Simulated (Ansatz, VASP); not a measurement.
## SnO2 in VASP and in Ansatz

```xyz
6
Lattice="4.8265 0.0000 0.0000 0.0000 4.8284 0.0000 0.0000 0.0000 3.2382" Properties=species:S:1:pos:R:3 pbc="T T T"
Sn    2.4133    2.4142    1.6191
Sn    0.0000    0.0000    0.0000
O     1.4793    1.4807    0.0000
O     3.8926    0.9335    1.6191
O     0.9339    3.8949    1.6191
O     3.3472    3.3477    0.0000
```

Alike in both runs: functional PBE; k mesh 6 × 6 × 8; occupations gaussian, width 0.02 eV; no spin polarisation.

Ansatz relaxed the structure, and its values are those at the end. VASP's run is a single point on that final structure, the one shown.

|  | VASP | Ansatz |
| --- | --- | --- |
| version | VASP 6.6.1 | Ansatz 0.2.0 |
| potentials or method | VASP PAW PBE potentials, release 64 (Sn_d, O), cutoff 520 eV | scalar-relativistic, plane waves, PAW |
| valence electrons in the cell | 52 | 52 |

```tsv
	VASP	Ansatz	Ansatz less VASP
gap on the k mesh at the Fermi level (eV)	0.67	0.68	+0.012
least direct gap on the mesh (eV)	0.67	0.68	+0.012
pressure (GPa)	0.6	0.0	-0.61
rms of the force components (eV/Å)	0.008	0.000	-0.0078
```

With one functional, cell and mesh, what is left measures potentials, basis and numerics.
